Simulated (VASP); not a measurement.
A run of VASP 6.6.1 is set up as follows.

The input INCAR:

```
SYSTEM = AgCl
ALGO = Normal ; EDIFF = 1E-7
ENCUT = 520 ; GGA = PS
ISIF = 2 ; ISMEAR = -1
LASPH = .True. ; LCHARG = .True.
LELF = .True. ; LREAL = .False.
LVHAR = .True. ; LWAVE = .False.
NBANDS = 16 ; NELM = 80
PREC = Accurate ; SIGMA = 0.08
```

File KPOINTS:

```
k-points
0
Gamma
  13 13 13
  0 0 0
```

File POSCAR:

```
AgCl
1.0
    3.3307327798      0.0000000000      0.0000000000
    0.0000000000      3.3307327798      0.0000000000
    0.0000000000      0.0000000000      3.3307327798
Ag Cl
1 1
Direct
    0.0000000000      0.0000000000      0.0000000000
    0.5000000000      0.5000000000      0.5000000000
```

Potentials or basis: VASP PAW PBE potentials, release 64 (Ag, Cl).

Run with:

```bash
$ cat potpaw_PBE.64/Ag/POTCAR potpaw_PBE.64/Cl/POTCAR > POTCAR
$ mpirun -np 1 vasp_std > vasp.out
```

(1) Predict the pressure.

(2) Predict the band gap on the k mesh.

Answers

(1) -0.1 GPa.

(2) 0.47 eV (least direct gap 2.28 eV).

Caveat: the PAW data sets were made with another functional, which shifts forces and pressure a little; an odd mesh through Γ misses points on the zone boundary, where band edges can lie.
